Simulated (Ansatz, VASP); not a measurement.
Ti: VASP beside Ansatz

Contents of INCAR:

```
  PREC = Accurate
  ENCUT = 520
  EDIFF = 1E-6
  ISMEAR = 0
  SIGMA = 0.15
  LREAL = F
  LASPH = T
  NELM = 60
  ALGO = Normal
  ISIF = 2
  LWAVE = F
  LCHARG = F
  GGA = PS
  NBANDS = 12
```

Contents of KPOINTS:

```
Automatic mesh
0
Gamma
  20 20 20
```

The input POSCAR:

```
Ti
1.0
   -1.5671550000      1.5671550000      1.6410000000
    1.5671550000     -1.5671550000      1.6410000000
    1.5671550000      1.5671550000     -1.6410000000
Ti
1
Direct
    0.0000000000      0.0000000000      0.0000000000
```

Input for Ansatz:

```yaml
crystal:
  lattice:
    - [-1.567155, 1.567155, 1.641]
    - [1.567155, -1.567155, 1.641]
    - [1.567155, 1.567155, -1.641]
  atoms:
    - { symbol: Ti, position: [0.0, 0.0, 0.0] }
basis:
  ecutwfc: 420
kpoints:
  mp_grid: { grid: [20, 20, 20] }
hamiltonian:
  xc: pbesol
scf:
  occupations: { method: gaussian, width: 0.15 }
output:
  forces: true
  stress: true
  eigenvalues: true
  write_density: true
  write_potential: true
  elf: true
  volumetric_format: npy
```

Change from the starting cell: strain -0.0450 x Voigt [1, 1, 0, 0, 0, 0], atoms carried along.

Alike in both runs: task single point; functional PBEsol; k mesh 20 × 20 × 20; occupations gaussian, width 0.15 eV; no spin polarisation.

```csv
,VASP,Ansatz
version,VASP 6.6.1,Ansatz 0.2.0
potentials or method,"VASP PAW PBE potentials, release 64 (Ti_sv), cutoff 520 eV","scalar-relativistic, plane waves, PAW"
valence electrons in the cell,12,12
```

|  | VASP | Ansatz | Ansatz less VASP |
| --- | --- | --- | --- |
| gap on the k mesh at the Fermi level (eV) | none | none | - |
| pressure (GPa) | 2.8 | 3.1 | +0.31 |
| traceless stress, the component that is largest in VASP (GPa) | 0.46 | 0.46 | 0.000 |

VASP's potentials were made for PBE, not for PBEsol. A gap of «none» marks a metal or a gap that the smearing closes.
